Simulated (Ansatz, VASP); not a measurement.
**ZrC in VASP and in Ansatz**

```
Zr C
1.0
     0.00000    2.36500    2.36500
     2.36500    0.00000    2.36500
     2.36500    2.36500    0.00000
Zr C
1 1
Direct
  0.50000 0.50000 0.50000
  0.00000 0.00000 0.00000
```

Alike in both runs: task single point; functional PBEsol; k mesh 8 × 8 × 8; occupations fermi-dirac, width 0.05 eV; no spin polarisation.

|  | VASP | Ansatz |
| --- | --- | --- |
| version | VASP 6.6.1 | Ansatz 0.2.0 |
| potentials or method | VASP PAW PBE potentials, release 64 (Zr_sv, C), cutoff 600 eV | all-electron PAW datasets made for the crystal |

VASP gave:

- gap on the k mesh at the Fermi level (eV): none
- pressure (GPa): -8.3

Task: Which values does Ansatz return?

Result: gap on the k mesh at the Fermi level (eV): none; pressure (GPa): -8.5.

VASP's potentials were made for PBE, not for PBEsol. A gap of «none» marks a metal or a gap that the smearing closes. Ansatz ran all-electron here, and VASP with PAW potentials.

Noted on Ansatz's run: the k mesh is thin for a metal, which can move the energy by tens of meV per atom.
